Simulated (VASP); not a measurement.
# Sc2GaS (P6/mmm) in VASP: a series of runs

The runs below take Sc2GaS through single point, with PBE.

Everything below comes from runs of VASP 6.6.1. Logs are shortened: lines on timing, memory, paths and dates and some standing lists are left out, and cuts for length are marked.

## Step 1: The cell of the first run

Symmetry: P6/mmm, No. 191, hexagonal system. The conventional cell has a = 4.969 Å, b = 4.969 Å, c = 5.032 Å, α = 90.00°, β = 90.00°, γ = 120.00°. Sc (site symmetry -6m2) has 3 Sc at 2.87 Å and 3 Ga at 2.87 Å and 6 S at 3.82 Å within 3.9 Å. Within 3.3 Å of Ga (site symmetry 6/mmm) lie 2 S at 2.52 Å and 6 Sc at 2.87 Å. S (site symmetry 6/mmm) has 2 Ga at 2.52 Å within 3.3 Å.

## Step 2: Single point, PBE

INCAR reads:

```
PREC = Accurate
ENCUT = 500
EDIFF = 1E-6
ISMEAR = 1
SIGMA = 0.1
LREAL = F
LASPH = T
NELM = 120
ALGO = Normal
ISIF = 2
LWAVE = F
LCHARG = T
GGA = PE
LELF = T
LVHAR = T
NBANDS = 28
GGA_COMPAT = F
```

KPOINTS reads:

```
regular mesh
0
Gamma
  12 12 10
```

POSCAR reads:

```
Sc2GaS
1.0
    4.9690290286      0.0000000000      0.0000000000
   -2.4845145143      4.3033053709      0.0000000000
    0.0000000000      0.0000000000      5.0319273106
Sc Ga S
2 1 1
Direct
    0.3333333333      0.6666666667      0.0000000000
    0.6666666667      0.3333333333      0.0000000000
    0.0000000000      0.0000000000      0.0000000000
    0.0000000000      0.0000000000      0.5000000000
```

Potentials or basis: VASP PAW PBE potentials, release 64 (Sc_sv, Ga_d, S).

Started as:

```sh
cat potpaw_PBE.64/Sc_sv/POTCAR potpaw_PBE.64/Ga_d/POTCAR potpaw_PBE.64/S/POTCAR > POTCAR
mpirun -np 1 vasp_std > vasp.out
```

OUTCAR:

```text
PREC = Accurate
   ENCUT = 500
   EDIFF = 1E-6
   ISMEAR = 1
   LREAL = F
   LASPH = T
   NELM = 120
   ISIF = 2
   GGA = PE

 ion  position               nearest neighbor table
   1  0.333  0.667  0.000-   2 2.87   3 2.87   2 2.87   3 2.87   3 2.87   2 2.87
   2  0.667  0.333  0.000-   1 2.87   3 2.87   1 2.87   3 2.87   3 2.87   1 2.87
   3  0.000  0.000  0.000-   4 2.52   4 2.52   1 2.87   2 2.87   1 2.87   2 2.87   2 2.87   1 2.87

   4  0.000  0.000  0.500-   3 2.52   3 2.52

  LATTYP: Found a hexagonal cell.
 ALAT       =     4.9690290286
 C/A-ratio  =     1.0126580629

  Lattice vectors:

 A1 = (   4.9690290286,   0.0000000000,   0.0000000000)
 A2 = (  -2.4845145143,   4.3033053709,   0.0000000000)
 A3 = (   0.0000000000,   0.0000000000,   5.0319273106)

Analysis of symmetry for initial positions (statically):
=====================================================================
 Subroutine PRICEL returns:
 Original cell was already a primitive cell.

 Routine SETGRP: Setting up the symmetry group for a
 hexagonal supercell.

 Subroutine GETGRP returns: Found 24 space group operations
 (whereof 24 operations were pure point group operations)
 out of a pool of 24 trial point group operations.

The static configuration has the point symmetry D_6h.

Analysis of symmetry for dynamics (positions and initial velocities):
=====================================================================
 Subroutine PRICEL returns:
 Original cell was already a primitive cell.

 Routine SETGRP: Setting up the symmetry group for a
 hexagonal supercell.

 Subroutine GETGRP returns: Found 24 space group operations
 (whereof 24 operations were pure point group operations)
 out of a pool of 24 trial point group operations.

The dynamic configuration has the point symmetry D_6h.

 Subroutine INISYM returns: Found 24 space group operations
 (whereof 24 operations are pure point group operations),
 and found     1 'primitive' translations

----------------------------------------------------------------------------------------

                                     Primitive cell

  volume of cell :     107.5990

  direct lattice vectors                    reciprocal lattice vectors
     4.969029029  0.000000000  0.000000000     0.201246560  0.116189756  0.000000000
    -2.484514514  4.303305371  0.000000000     0.000000000  0.232379512  0.000000000
[... 83 lines left out ...]
   ISPIN  =      1    spin polarized calculation?
   LNONCOLLINEAR =      F non collinear calculations
   LSORBIT =      F    spin-orbit coupling
   LASPH  =      T    aspherical Exc in radial PAW
   ENCUT  =  500.0 eV  36.75 Ry    6.06 a.u.   9.06  9.06  9.17*2*pi/ulx,y,z
   NELM   =    120;   NELMIN=  2; NELMDL= -5     # of ELM steps
   EDIFF  = 0.1E-05   stopping-criterion for ELM
   LREAL  =      F    real-space projection
   EDIFFG = 0.1E-04   stopping-criterion for IOM
   NSW    =      0    number of steps for IOM
   IBRION =     -1    ionic relax: 0-MD 1-quasi-New 2-CG
   NFREE  =      0    steps in history (QN), initial steepest desc. (CG)
   ISIF   =      2    stress and relaxation
   ISYM   =      2    0-nonsym 1-usesym 2-fastsym
   POTIM  = 0.5000    time-step for ionic-motion
   TEBEG  =    0.0;   TEEND  =   0.0 temperature during run
   PSTRESS=    0.0 pullay stress
   NELECT =      41.0000    total number of electrons
   NUPDOWN=      -1.0000    fix difference up-down
   EMIN   =  10.00;   EMAX   =-10.00  energy-range for DOS
   EFERMI =   0.00;   METHOD = LEGACY
   ISMEAR =     1;   SIGMA  =   0.10  broadening in eV -4-tet -1-fermi 0-gaus
   EFERMI_NEDOS =   21; number of points for ismear=-14 and -15
   IALGO  =     38    algorithm
   IMIX   =      4    mixing-type and parameters
     AMIX     =   0.40;   BMIX     =  1.00
     AMIX_MAG =   1.60;   BMIX_MAG =  1.00
  volume/ion in A,a.u.               =      26.90       181.53
  Fermi-wavevector in a.u.,A,eV,Ry     =   1.186862  2.242843 19.165719  1.408641
  Thomas-Fermi vector in A             =   2.323025
   LORBIT       =      0    0 simple, 1 ext, 2 COOP (PROOUT), +10 PAW based schemes
   GGA     = PE    functional components
   LHFCALC =     F    Hartree Fock is set to
   AEXX    =    0.0000 exact exchange contribution
   IVDW    =     0    specifies the selected vdW correction
   LEPSILON=     F    determine dielectric tensor
   LRPA    =     F    only Hartree local field effects (RPA)
 non-spin polarized calculation
 Methfessel and Paxton  Order N= 1 SIGMA  =   0.10
  energy-cutoff  :      500.00
  volume of cell :      107.60
 maximum number of plane-waves:      2754
   NGX = 19   NGY = 19   NGZ = 19

 number of electron      41.0000022 magnetization

 Free energy of the ion-electron system (eV)
  ---------------------------------------------------
  ext. energy  EPLUGINS =         0.00000000
  ---------------------------------------------------
  free energy    TOTEN  =       -18.27033568 eV

  energy without entropy =      -18.27096365  energy(sigma->0) =      -18.27054500

 E-fermi :   3.2923     XC(G=0):  -8.8470

 val. band max:        3.2912036416   @ k =   0.3333   0.0000   0.4000
 cond. band min:       3.2991700218   @ k =   0.2500   0.2500   0.2000
 fundamental gap:      0.0079663802
 Fermi energy:         3.2923065261

 k-point     1 :       0.0000    0.0000    0.0000
  band No.  band energies     occupation
      1     -46.7701      2.00000
      2     -46.6384      2.00000
      3     -25.7093      2.00000
      4     -25.5967      2.00000
      5     -25.4540      2.00000
      6     -25.4540      2.00000
[... 733 lines left out ...]
     27       5.0309     -0.00000
     28       5.6996      0.00000

 [... further k-points ...]
[... 5 lines left out ...]
  --------------------------------------------------------------------------------------
  -------------------------------------------------------------------------------------
  Total        0.0298679      0.0298679     -0.0137414      0.0000000      0.0000000     -0.0000000
  in kB        0.4447415      0.4447415     -0.2046137      0.0000000      0.0000000     -0.0000000
  external PRESSURE =       0.2282898 kB  Pullay stress =       0.0000000 kB

 VOLUME and BASIS-vectors are now :
 -----------------------------------------------------------------------------
  energy-cutoff  :      500.00
  volume of cell :      107.60
      direct lattice vectors                 reciprocal lattice vectors
     4.969029029  0.000000000  0.000000000     0.201246560  0.116189756  0.000000000
    -2.484514514  4.303305371  0.000000000     0.000000000  0.232379512  0.000000000
     0.000000000  0.000000000  5.031927311     0.000000000  0.000000000  0.198731011

 POSITION                                       TOTAL-FORCE (eV/Angst)
 -----------------------------------------------------------------------------------
     -0.00000      2.86887      0.00000        -0.000000     -0.000000      0.000000
      2.48451      1.43444      0.00000        -0.000000      0.000000      0.000000
      0.00000      0.00000      0.00000         0.000000      0.000000      0.000000
      0.00000      0.00000      2.51596         0.000000      0.000000      0.000000
 -----------------------------------------------------------------------------------
    total drift:                               -0.000000      0.000000      0.000000

  FREE ENERGIE OF THE ION-ELECTRON SYSTEM (eV)
  ---------------------------------------------------
  free  energy   TOTEN  =       -18.2703356777 eV

  energy  without entropy=      -18.2709636484  energy(sigma->0) =      -18.27054500
```

Wall time 5.3 min (1 thread of Intel Xeon Platinum 8259CL at 2.50GHz (Skylake/Cascade Lake), shared host); peak memory 0.45 GiB.

Results:

```
Free energy            : -18.2703 eV
Pressure               : 0.0 GPa
Band gap on the k mesh : zero (an odd number of electrons rules out a gap without spin polarisation)
```

Levels at points of the mesh, in eV from the Fermi level:
| k point | band 17 | band 18 | band 19 | band 20 | band 21 | band 22 | band 23 | band 24 |
| --- | --- | --- | --- | --- | --- | --- | --- | --- |
| (0.00, 0.00, 0.00) | -2.96 | -2.96 | -0.46 | -0.15 | -0.15 | 0.54 | 0.54 | 0.79 |
| (0.50, 0.00, 0.00) | -4.27 | -2.94 | -1.05 | -0.63 | -0.15 | 0.10 | 0.88 | 0.98 |
| (0.00, 0.00, 0.50) | -2.26 | -1.44 | -1.44 | -0.89 | 0.27 | 0.27 | 0.45 | 0.89 |
| (0.50, 0.00, 0.50) | -2.78 | -2.62 | -0.80 | -0.52 | -0.09 | 0.37 | 0.74 | 0.86 |

## Step 3: Single point, PBE, collinear spin

This run uses another cell than the first one, of 26.81 Å³/atom.

INCAR reads:

```
PREC = Accurate
ENCUT = 500
EDIFF = 1E-6
ISMEAR = 0
SIGMA = 0.1
LREAL = False
LASPH = True
NELM = 200
ALGO = Normal
ISIF = 2
LWAVE = False
LCHARG = True
ISPIN = 2
MAGMOM = 1 1 0 0
LORBIT = 11
LMAXMIX = 4
GGA = PE
LELF = True
LVHAR = True
NBANDS = 32
GGA_COMPAT = False
```

KPOINTS reads:

```
regular mesh
0
Gamma
  6 6 4
```

POSCAR reads:

```
Sc2GaS
1.0
    4.9719723817      0.0000000000      0.0000000000
   -2.4859861909      4.3058543895      0.0000000000
    0.0000000000      0.0000000000      5.0092273589
Sc Ga S
2 1 1
Direct
    0.3333333333      0.6666666667      0.0000000000
    0.6666666667      0.3333333333      0.0000000000
    0.0000000000      0.0000000000      0.0000000000
    0.0000000000      0.0000000000      0.5000000000
```

Potentials or basis: VASP PAW PBE potentials, release 64 (Sc_sv, Ga_d, S).

Started as:

```sh
cat potpaw_PBE.64/Sc_sv/POTCAR potpaw_PBE.64/Ga_d/POTCAR potpaw_PBE.64/S/POTCAR > POTCAR
mpirun -np 1 vasp_std > vasp.out
```

Run time: 3.7 min. Hardware: 1 thread of Intel Xeon Platinum 8259CL at 2.50GHz (Skylake/Cascade Lake), shared host; peak memory 0.32 GiB.

It converged, with:

* Free energy: -18.2503 eV
* Pressure: 0.1 GPa
* Net moment: 0.23 μB per cell
* Site moments: Sc +0.09; Ga -0.00; S -0.01 μB
* Valence electrons inside the program's atomic spheres: Sc 9.46; Ga 11.72; S 3.60

Levels at points of the mesh, in eV from the Fermi level:
Spin up:
```
           k point  band 18  band 19  band 20  band 21  band 22  band 23  band 24  band 25
(0.00, 0.00, 0.00)    -2.98    -0.50    -0.13    -0.13     0.54     0.54     0.75     0.75
(0.50, 0.00, 0.00)    -2.96    -1.05    -0.67    -0.16     0.10     0.86     0.99     1.18
(0.00, 0.00, 0.50)    -1.44    -1.44    -0.87     0.26     0.26     0.43     0.85     0.85
(0.50, 0.00, 0.50)    -2.64    -0.81    -0.54    -0.08     0.41     0.75     0.82     1.28
```
Spin down:
| k point | band 18 | band 19 | band 20 | band 21 | band 22 | band 23 |
| --- | --- | --- | --- | --- | --- | --- |
| (0.00, 0.00, 0.00) | -2.97 | -0.43 | -0.09 | -0.09 | 0.62 | 0.62 |
| (0.50, 0.00, 0.00) | -2.96 | -0.99 | -0.55 | -0.07 | 0.17 | 0.93 |
| (0.00, 0.00, 0.50) | -1.40 | -1.40 | -0.83 | 0.34 | 0.34 | 0.50 |
| (0.50, 0.00, 0.50) | -2.63 | -0.76 | -0.43 | -0.02 | 0.43 | 0.81 |
